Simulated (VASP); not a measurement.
# Si (a cell with a defect) in VASP: notebook

The runs below take Si (a cell with a defect) through single point, with PBE+D3(BJ).

Everything below comes from runs of VASP 6.6.1. Logs are shortened: lines on timing, memory, paths and dates and some standing lists are left out, and cuts for length are marked.

## Step 1: The cell of the first run

The cell holds a defect, 17 atoms: a = 7.679 Å, b = 7.679 Å, c = 7.679 Å, α = 60.00°, β = 60.00°, γ = 60.00°.

## Step 2: Single point, PBE+D3(BJ)

File INCAR:

```
PREC = Accurate
ENCUT = 520
EDIFF = 1E-6
ISMEAR = 0
SIGMA = 0.02
LREAL = Auto
LASPH = T
NELM = 80
ALGO = Normal
ISIF = 2
LWAVE = F
LCHARG = F
GGA = PE
IVDW = 12
NBANDS = 48
```

File KPOINTS:

```
Automatic mesh
0
Gamma
  2 2 2
```

File POSCAR:

```
Si
1.0
    0.0000000000      5.4300000000      5.4300000000
    5.4300000000      0.0000000000      5.4300000000
    5.4300000000      5.4300000000      0.0000000000
Si
17
Direct
    0.0115067219     -0.0029912523     -0.0051824125
    0.1251968692      0.1158360958      0.1340793738
    0.0058028545     -0.0171017495      0.5058295580
    0.1477720074      0.1179423573      0.6165274401
   -0.0106507366      0.4893906998      0.0322461326
    0.1252085635      0.6252385820      0.1340954880
    0.0056713628      0.5057792818      0.5058496317
    0.1140874770      0.6139462247      0.6582416206
    0.4969766114     -0.0029876611     -0.0051744015
    0.6397693370      0.1397846225      0.0809982505
    0.5154276243      0.0155937385      0.4538699816
    0.6180828729      0.1179298343      0.6165362799
    0.4969788214      0.5115108656     -0.0051622468
    0.6157956722      0.6252417127      0.1340603131
    0.4830554328      0.5057871087      0.5058119705
    0.6179256906      0.6479280847      0.6165577348
    0.7732067219      0.2733074586      0.6805827808
```

Potentials or basis: VASP PAW PBE potentials, release 64 (Si).

On the command line:

```console
cat potpaw_PBE.64/Si/POTCAR > POTCAR
mpirun -np 1 vasp_std > vasp.out
```

OUTCAR:

```text
PREC = Accurate
   ENCUT = 520
   EDIFF = 1E-6
   ISMEAR = 0
   LREAL = Auto
   LASPH = T
   NELM = 80
   ISIF = 2
   GGA = PE
   IVDW = 12
 IVDW          = 12

 ion  position               nearest neighbor table
   1  0.012  0.997  0.995-   6 2.33   2 2.33  10 2.34   4 2.37  17 3.01
   2  0.125  0.116  0.134-   3 2.33   1 2.33   9 2.33   5 2.35
   3  0.006  0.983  0.506-   8 2.32   2 2.33   4 2.43  12 2.43  17 2.56
   4  0.148  0.118  0.617-  11 2.32   1 2.37  17 2.38   3 2.43   7 2.44
   5  0.989  0.489  0.032-   8 2.35   2 2.35  14 2.35   6 2.35
   6  0.125  0.625  0.134-   7 2.33  13 2.33   1 2.33   5 2.35
   7  0.006  0.506  0.506-   8 2.32   6 2.33  16 2.43   4 2.44  17 2.56
   8  0.114  0.614  0.658-   3 2.32  15 2.32   7 2.32   5 2.35
   9  0.497  0.997  0.995-  14 2.33   2 2.33  10 2.34  12 2.37  17 3.01
  10  0.640  0.140  0.081-  11 2.34  13 2.34   1 2.34   9 2.34  17 2.51
  11  0.515  0.016  0.454-   4 2.32  12 2.32  16 2.32  10 2.34
  12  0.618  0.118  0.617-  11 2.32   9 2.37  17 2.38   3 2.43  15 2.44
  13  0.497  0.512  0.995-  14 2.33   6 2.33  10 2.34  16 2.37  17 3.01
  14  0.616  0.625  0.134-  15 2.33  13 2.33   9 2.33   5 2.35
  15  0.483  0.506  0.506-   8 2.32  14 2.33  16 2.43  12 2.44  17 2.56
  16  0.618  0.648  0.617-  11 2.32  13 2.37  17 2.38   7 2.43  15 2.43
  17  0.773  0.273  0.681-  12 2.38   4 2.38  16 2.38  10 2.51  15 2.56   7 2.56   3 2.56  13 3.01
                             9 3.01   1 3.01

  LATTYP: Found a face centered cubic cell.
 ALAT       =    10.8600000000

  Lattice vectors:

 A1 = (   0.0000000000,   5.4300000000,   5.4300000000)
 A2 = (   5.4300000000,   0.0000000000,   5.4300000000)
 A3 = (   5.4300000000,   5.4300000000,   0.0000000000)

Analysis of symmetry for initial positions (statically):
=====================================================================
 Subroutine PRICEL returns:
 Original cell was already a primitive cell.

 Routine SETGRP: Setting up the symmetry group for a
 face centered cubic supercell.

 Subroutine GETGRP returns: Found  1 space group operations
 (whereof  1 operations were pure point group operations)
 out of a pool of 48 trial point group operations.

The static configuration has the point symmetry C_1 .

Analysis of symmetry for dynamics (positions and initial velocities):
=====================================================================
 Subroutine PRICEL returns:
 Original cell was already a primitive cell.

 Routine SETGRP: Setting up the symmetry group for a
 face centered cubic supercell.

 Subroutine GETGRP returns: Found  1 space group operations
[... 123 lines left out ...]
   ISYM   =      2    0-nonsym 1-usesym 2-fastsym
   POTIM  = 0.5000    time-step for ionic-motion
   TEBEG  =    0.0;   TEEND  =   0.0 temperature during run
   PSTRESS=    0.0 pullay stress
   NELECT =      68.0000    total number of electrons
   NUPDOWN=      -1.0000    fix difference up-down
   EMIN   =  10.00;   EMAX   =-10.00  energy-range for DOS
   EFERMI =   0.00;   METHOD = LEGACY
   ISMEAR =     0;   SIGMA  =   0.02  broadening in eV -4-tet -1-fermi 0-gaus
   EFERMI_NEDOS =   21; number of points for ismear=-14 and -15
   IALGO  =     38    algorithm
   IMIX   =      4    mixing-type and parameters
     AMIX     =   0.40;   BMIX     =  1.00
     AMIX_MAG =   1.60;   BMIX_MAG =  1.00
  volume/ion in A,a.u.               =      18.84       127.11
  Fermi-wavevector in a.u.,A,eV,Ry     =   0.976715  1.845724 12.979587  0.953973
  Thomas-Fermi vector in A             =   2.107356
   LORBIT       =      0    0 simple, 1 ext, 2 COOP (PROOUT), +10 PAW based schemes
   GGA     = PE    functional components
   LHFCALC =     F    Hartree Fock is set to
   AEXX    =    0.0000 exact exchange contribution
   IVDW    =    12    specifies the selected vdW correction
   LEPSILON=     F    determine dielectric tensor
   LRPA    =     F    only Hartree local field effects (RPA)
 non-spin polarized calculation
 Gauss-broadening in eV      SIGMA  =   0.02
  energy-cutoff  :      520.00
  volume of cell :      320.21
 maximum number of plane-waves:      8646
 NGX is ok and might be reduce to    60
   NGX = 29   NGY = 29   NGZ = 29

 number of electron      68.0000000 magnetization

 Free energy of the ion-electron system (eV)
  ---------------------------------------------------
  ext. energy  EPLUGINS =         0.00000000
  ---------------------------------------------------
  free energy    TOTEN  =       -87.80651395 eV

  energy without entropy =      -87.80265754  energy(sigma->0) =      -87.80458575

 E-fermi :   6.8670     XC(G=0):  -9.6864

 val. band max:        6.7641184659   @ k =   0.0000   0.0000   0.0000
 cond. band min:       6.8728812814   @ k =   0.0000   0.5000   0.5000
 fundamental gap:      0.1087628155
 Fermi energy:         6.8669663800

 k-point     1 :       0.0000    0.0000    0.0000
  band No.  band energies     occupation
      1      -6.2837      2.00000
      2      -3.8332      2.00000
      3      -3.6279      2.00000
      4      -3.6274      2.00000
      5      -3.4922      2.00000
      6      -2.7176      2.00000
[... 381 lines left out ...]
     45      10.1684      0.00000
     46      10.3889      0.00000
 [bands above 46 left out]

------------------------ aborting loop because EDIFF is reached ----------------------------------------

 Edisp (eV)   -5.64464

 E8    (eV) :    -2.3351

  FORCE on cell =-STRESS in cart. coord.  units (eV):
  Direction    XX          YY          ZZ          XY          YZ          ZX
  --------------------------------------------------------------------------------------
  -------------------------------------------------------------------------------------
  Total       3.85803     3.87596     3.87428    -0.90232     0.91022     0.90189
  in kB      19.30397    19.39370    19.38528    -4.51484     4.55436     4.51266
  external pressure =       19.36 kB  Pullay stress =        0.00 kB

 VOLUME and BASIS-vectors are now :
 -----------------------------------------------------------------------------
  energy-cutoff  :      520.00
  volume of cell :      320.21
      direct lattice vectors                 reciprocal lattice vectors
     0.000000000  5.430000000  5.430000000    -0.092081031  0.092081031  0.092081031
     5.430000000  0.000000000  5.430000000     0.092081031 -0.092081031  0.092081031
     5.430000000  5.430000000  0.000000000     0.092081031  0.092081031 -0.092081031

 POSITION                                       TOTAL-FORCE (eV/Angst)
 -----------------------------------------------------------------------------------
     10.81562      5.46434      5.47624         0.005587     -0.019889     -0.005717
      1.35704      1.40787      1.30881        -0.025656     -0.027276      0.028091
      8.08379      2.77816      5.36865        -0.005138     -0.043150      0.041567
      3.98817      4.15015      1.44283         0.002485     -0.044513     -0.000016
      2.83249      5.54726      8.02956        -0.068517     -0.068027      0.067928
      4.12318      1.40802      4.07493        -0.027973     -0.028625      0.026449
[... 9 lines left out ...]
      6.86616      6.70324      6.87359        -0.046766      0.002131     -0.002731
      5.17962      7.89408      5.68257         0.285076      0.283862     -0.283706
 -----------------------------------------------------------------------------------
    total drift:                               -0.000683      0.000340      0.001419

  FREE ENERGIE OF THE ION-ELECTRON SYSTEM (eV)
  ---------------------------------------------------
  free  energy   TOTEN  =       -93.4511585820 eV

  energy  without entropy=      -93.4473021750  energy(sigma->0) =      -93.44923038
```

Run time: 1.7 min. Hardware: 1 thread of Intel Xeon 6975P-C (Granite Rapids), shared host; peak memory 0.46 GiB.

Results:

| Item | Value |
| --- | --- |
| Free energy | -93.4512 eV |
| Pressure | 1.9 GPa |
| Largest force | 0.492 eV/Å |
| Band gap on the k mesh | zero (bands 34 and 35 overlap by 0.11 eV) |
| Dispersion energy per atom | -0.332 eV |

Forces on the atoms (eV/Å):
```
Si   0.006 -0.020 -0.006
Si  -0.026 -0.027  0.028
Si  -0.005 -0.043  0.042
Si   0.002 -0.045  0.000
Si  -0.069 -0.068  0.068
Si  -0.028 -0.029  0.026
Si  -0.044 -0.040  0.007
Si  -0.064 -0.064  0.065
Si   0.005  0.006  0.021
Si   0.037  0.036 -0.036
Si   0.035  0.035 -0.034
Si   0.002 -0.001  0.045
Si  -0.018  0.006 -0.006
Si  -0.027 -0.025  0.029
Si  -0.044 -0.008  0.038
Si  -0.047  0.002 -0.003
Si   0.285  0.284 -0.284
```

Caveat: the k points lie up to 0.50 Å⁻¹ apart.

## Step 3: Single point, PBE+D3(BJ)

File INCAR:

```
SYSTEM = Si
ALGO = Normal
EDIFF = 1E-6
ENCUT = 520
GGA = PE
ISIF = 2
ISMEAR = 0
IVDW = 12
LASPH = .True.
LCHARG = .True.
LELF = .True.
LREAL = Auto
LVHAR = .True.
LWAVE = .False.
NBANDS = 48
NELM = 80
PREC = Accurate
SIGMA = 0.02
```

File KPOINTS:

```
k-points
0
Gamma
  2 2 2
  0 0 0
```

File POSCAR:

```
Si
1.0
    0.0000000000      5.4300000000      5.4300000000
    5.4300000000      0.0000000000      5.4300000000
    5.4300000000      5.4300000000      0.0000000000
Si
17
Direct
    0.0093918969     -0.0001372007     -0.0089874770
    0.1282237569      0.1135784530      0.1302416206
    0.0073059853     -0.0228280847      0.5085332413
    0.1421313076      0.1193348066      0.6192585635
   -0.0145404236      0.4853267956      0.0440356354
    0.1282269797      0.6280866483      0.1302687845
    0.0071151013      0.5071423573      0.5085716390
    0.1097861878      0.6095062615      0.6711900552
    0.4999993554     -0.0001400552     -0.0089507366
    0.6358331492      0.1356709024      0.0929602210
    0.5111273481      0.0111258748      0.4669612339
    0.6195681400      0.1193399632      0.6192976059
    0.5000124309      0.5092291897     -0.0089842541
    0.6137001842      0.6280841621      0.1302591160
    0.4774423573      0.5071710866      0.5085600368
    0.6194374770      0.6421492634      0.6192636280
    0.8520576427      0.3518482505      0.4442976059
```

Potentials or basis: VASP PAW PBE potentials, release 64 (Si).

On the command line:

```console
cat potpaw_PBE.64/Si/POTCAR > POTCAR
mpirun -np 1 vasp_std > vasp.out
```

OUTCAR:

```text
SYSTEM = Si
   EDIFF = 1E-6
   ENCUT = 520
   GGA = PE
   ISIF = 2
   ISMEAR = 0
   IVDW = 12
   LASPH = .True.
   LREAL = Auto
   NELM = 80
   PREC = Accurate
 IVDW          = 12

 ion  position               nearest neighbor table
   1  0.009  1.000  0.991-   4 2.33   2 2.33   6 2.33  10 2.35
   2  0.128  0.114  0.130-   9 2.33   1 2.33   5 2.34   3 2.37  17 3.01
   3  0.007  0.977  0.509-   8 2.32   2 2.37  17 2.38   4 2.43  12 2.43
   4  0.142  0.119  0.619-  11 2.32   1 2.33   3 2.43   7 2.43  17 2.56
   5  0.985  0.485  0.044-   8 2.34   2 2.34   6 2.34  14 2.34  17 2.51
   6  0.128  0.628  0.130-   1 2.33  13 2.33   5 2.34   7 2.37  17 3.01
   7  0.007  0.507  0.509-   8 2.32   6 2.37  17 2.38  16 2.43   4 2.43
[... 620 lines left out ...]
  in kB      19.32428    19.41459    19.42005    -4.48395     4.53516     4.49210
  external pressure =       19.39 kB  Pullay stress =        0.00 kB

 VOLUME and BASIS-vectors are now :
 -----------------------------------------------------------------------------
  energy-cutoff  :      520.00
  volume of cell :      320.21
      direct lattice vectors                 reciprocal lattice vectors
     0.000000000  5.430000000  5.430000000    -0.092081031  0.092081031  0.092081031
     5.430000000  0.000000000  5.430000000     0.092081031 -0.092081031  0.092081031
     5.430000000  5.430000000  0.000000000     0.092081031  0.092081031 -0.092081031

 POSITION                                       TOTAL-FORCE (eV/Angst)
 -----------------------------------------------------------------------------------
     10.81045      5.43220      5.48025         0.028401      0.026562     -0.028975
      1.32394      1.40347      1.31299         0.019744     -0.005789      0.007100
      8.06738      2.80101      5.34572         0.046169     -0.002309      0.001552
      4.01056      4.13435      1.41976         0.044391      0.006095     -0.041029
      2.87444      5.59016      7.98637        -0.037589     -0.037858      0.036763
      4.11787      1.40363      4.10678        -0.005217     -0.005802     -0.020840
[... 9 lines left out ...]
      6.84947      6.72615      6.85042         0.003988      0.043609     -0.043199
      4.32307      7.03921      6.53721        -0.283965     -0.283089      0.282835
 -----------------------------------------------------------------------------------
    total drift:                                0.000823      0.004666     -0.003594

  FREE ENERGIE OF THE ION-ELECTRON SYSTEM (eV)
  ---------------------------------------------------
  free  energy   TOTEN  =       -93.4520129082 eV

  energy  without entropy=      -93.4481565183  energy(sigma->0) =      -93.45008471
```

OSZICAR:

```text
N       E                     dE             d eps       ncg     rms          rms(c)
DAV:   1     0.164297386102E+03    0.16430E+03   -0.26104E+04   768   0.117E+03
DAV:   2    -0.739707147865E+02   -0.23827E+03   -0.22518E+03   920   0.171E+02
DAV:   3    -0.890788420823E+02   -0.15108E+02   -0.14761E+02  1000   0.377E+01
DAV:   4    -0.894022471884E+02   -0.32341E+00   -0.32213E+00   952   0.674E+00
DAV:   5    -0.894107161820E+02   -0.84690E-02   -0.84644E-02   952   0.103E+00    0.145E+01
DAV:   6    -0.882567961594E+02    0.11539E+01   -0.88756E-01   896   0.286E+00    0.883E+00
DAV:   7    -0.877980634998E+02    0.45873E+00   -0.11919E+00   912   0.323E+00    0.899E-01
DAV:   8    -0.878050732562E+02   -0.70098E-02   -0.64071E-02   896   0.907E-01    0.453E-01
DAV:   9    -0.878062764882E+02   -0.12032E-02   -0.65384E-03   904   0.274E-01    0.217E-01
DAV:  10    -0.878071045545E+02   -0.82807E-03   -0.10125E-03   896   0.114E-01    0.949E-02
DAV:  11    -0.878073591095E+02   -0.25455E-03   -0.30061E-04   912   0.651E-02    0.292E-02
DAV:  12    -0.878073728468E+02   -0.13737E-04   -0.21081E-05   952   0.168E-02    0.900E-03
DAV:  13    -0.878073754991E+02   -0.26523E-05   -0.49213E-06   832   0.816E-03    0.266E-03
DAV:  14    -0.878073758457E+02   -0.34654E-06   -0.24504E-07   576   0.175E-03
   1 F= -.93452013E+02 E0= -.93450085E+02  d E =-.385639E-02
```

stdout:

```text
POSCAR found type information on POSCAR Si
 POSCAR found :  1 types and      17 ions
 scaLAPACK will be used
 LDA part: xc-table for (Slater+PW92), standard interpolation
 POSCAR, INCAR and KPOINTS ok, starting setup
 FFT: planning ... GRIDC
 FFT: planning ... GRID_SOFT
 FFT: planning ... GRID
 WAVECAR not read
 entering main loop
```

Run time: 1.7 min. Hardware: 1 thread of Intel Xeon 6975P-C (Granite Rapids), shared host; peak memory 0.47 GiB.

Results:

```
Free energy                : -93.4520 eV
Pressure                   : 1.9 GPa
Largest force              : 0.491 eV/Å
Band gap on the k mesh     : zero (bands 34 and 35 overlap by 0.11 eV)
Dispersion energy per atom : -0.332 eV
```

Forces on the atoms (eV/Å):
```
Si   0.028  0.027 -0.029
Si   0.020 -0.006  0.007
Si   0.046 -0.002  0.002
Si   0.044  0.006 -0.041
Si  -0.038 -0.038  0.037
Si  -0.005 -0.006 -0.021
Si  -0.002  0.000 -0.044
Si  -0.036 -0.037  0.036
Si   0.028  0.029 -0.026
Si   0.067  0.068 -0.066
Si   0.063  0.063 -0.065
Si   0.043  0.041 -0.006
Si   0.028  0.028 -0.028
Si  -0.005  0.022  0.007
Si  -0.002  0.045 -0.001
Si   0.004  0.044 -0.043
Si  -0.284 -0.283  0.283
```

Levels at points of the mesh, in eV from the Fermi level:
```tsv
k point	band 32	band 33	band 34	band 35	band 36	band 37
(0.00, 0.00, 0.00)	-0.76	-0.75	-0.46	-0.11	-0.10	0.12
(0.50, 0.00, 0.00)	-1.42	-1.16	-0.20	0.21	0.80	0.83
(0.00, 0.50, 0.00)	-1.42	-1.16	-0.20	0.21	0.80	0.83
(0.00, 0.00, 0.50)	-1.36	-1.36	-0.31	0.40	0.40	1.11
(0.50, 0.50, 0.50)	-1.42	-1.16	-0.20	0.21	0.80	0.83
(0.50, 0.50, 0.00)	-1.81	-0.89	0.01	0.51	1.16	1.27
(0.00, 0.50, 0.50)	-1.81	-0.88	0.01	0.51	1.16	1.27
(0.50, 0.00, 0.50)	-1.81	-0.89	0.01	0.51	1.16	1.27
```

Caveat: the k points lie up to 0.50 Å⁻¹ apart.
